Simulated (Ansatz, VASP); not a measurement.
**One calculation of NaH, two programs**

```
Na H
1.0
     0.00000    2.51685    2.36987
     2.51685    0.00000    2.36987
     2.51685    2.51685    0.00000
Na H
1 1
Direct
  0.00000 0.00000 0.00000
  0.50000 0.50000 0.50000
```

Alike in both runs: task single point; functional r2SCAN; k mesh 10 × 10 × 10; occupations fermi-dirac, width 0.2 eV; no spin polarisation.

```csv
,VASP,Ansatz
version,VASP 6.6.1,Ansatz 0.2.0
potentials or method,"VASP PAW PBE potentials, release 64 (Na_pv, H), cutoff 520 eV","scalar-relativistic, plane waves, PAW"
valence electrons in the cell,8,10
```

Ansatz gave:

| Quantity | Value |
| --- | --- |
| gap on the k mesh at the Fermi level (eV) | 4.21 |
| least direct gap on the mesh (eV) | 5.06 |
| pressure (GPa) | -1.7 |
| traceless stress, the component that is largest in VASP (GPa) | 1.07 |

Task: What did VASP give for the same quantities?

Result: gap on the k mesh at the Fermi level (eV): 4.22; least direct gap on the mesh (eV): 5.07; pressure (GPa): -1.8; traceless stress, the component that is largest in VASP (GPa): 1.08.

VASP's potentials were made for PBE, not for r2SCAN. VASP's potentials hold 8 valence electrons a cell and Ansatz's 10, so a difference there can come from the potentials and not from the codes.
